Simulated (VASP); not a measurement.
Input of a VASP 6.6.1 run:

Contents of INCAR:

```
SYSTEM = P
PREC     = Accurate       ! precision mode
ENCUT    = 520            ! plane-wave cutoff, eV
EDIFF    = 1E-6           ! SCF threshold, eV
ISMEAR   = 0              ! smearing method
SIGMA    = 0.15           ! smearing width, eV
LREAL    = .False.        ! projectors in reciprocal space
LASPH    = .True.         ! aspherical terms in the spheres
NELM     = 100            ! most SCF steps
ALGO     = Normal         ! electronic algorithm
ISIF     = 2              ! what is computed and relaxed
LWAVE    = .False.        ! write WAVECAR
LCHARG   = .False.        ! write CHGCAR
GGA      = PE             ! functional
IVDW     = 12             ! dispersion correction
NBANDS   = 12             ! bands
```

File KPOINTS:

```
regular mesh
0
Gamma
  24 24 24
  0 0 0
```

The input POSCAR:

```
P
1.0
    1.6127953334      0.9311478199      3.2961559601
   -1.6127953334      0.9311478199      3.2961559601
    0.0000000000     -1.8622956397      3.2961559601
P
2
Direct
    0.2336660455      0.2336660455      0.2336660455
    0.7663339545      0.7663339545      0.7663339545
```

Potentials or basis: VASP PAW PBE potentials, release 64 (P).

Run with:

```console
$ cat potpaw_PBE.64/P/POTCAR > POTCAR
$ mpirun -np 1 vasp_std > vasp.out
```

What does it give for the band gap on the k mesh?

Zero (bands 5 and 6 overlap by 2.69 eV).

Predict the largest force.

0.776 eV/Å.

What does it give for the dispersion energy per atom?

-0.475 eV.

Estimate the pressure.

2.2 GPa.

Forces in eV/Å, atoms in the order of the input:
```
P    0.000  0.000 -0.776
P    0.000  0.000  0.776
```

Caveat: the stress differs along the axes, from -8 to 7 GPa.
